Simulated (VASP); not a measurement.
A run of VASP 6.6.1 is set up as follows.

File INCAR:

```
PREC     = Accurate       # precision mode
ENCUT    = 520            # plane-wave cutoff, eV
EDIFF    = 1E-6           # SCF threshold, eV
ISMEAR   = -1             # smearing method
SIGMA    = 0.1            # smearing width, eV
LREAL    = F              # projectors in reciprocal space
LASPH    = T              # aspherical terms in the spheres
NELM     = 80             # most SCF steps
ALGO     = Normal         # electronic algorithm
ISIF     = 2              # what is computed and relaxed
LWAVE    = F              # write WAVECAR
LCHARG   = F              # write CHGCAR
GGA      = PE             # functional
NBANDS   = 13             # bands
```

Contents of KPOINTS:

```
regular mesh
0
Gamma
  16 16 16
```

The input POSCAR:

```
W
1.0
    2.2246693982      0.0000000000      0.0000000000
    0.0000000000      2.2246693982      0.0000000000
    0.0000000000      0.0000000000      2.2246693982
W
1
Direct
    0.0000000000      0.0000000000      0.0000000000
```

Potentials or basis: VASP PAW PBE potentials, release 64 (W_sv).

The run is started by

```bash
$ cat potpaw_PBE.64/W_sv/POTCAR > POTCAR
$ mpirun -np 1 vasp_std > vasp.out
```

Question: What does it give for the pressure?

Answer: 323.4 GPa.

Question: Estimate the band gap on the k mesh.

Answer: Zero (band 7 reaches 20.39 eV, above the bottom of band 8 at 15.72 eV).

Caveat: spin-orbit coupling is left out, which moves the levels of the heavy elements.
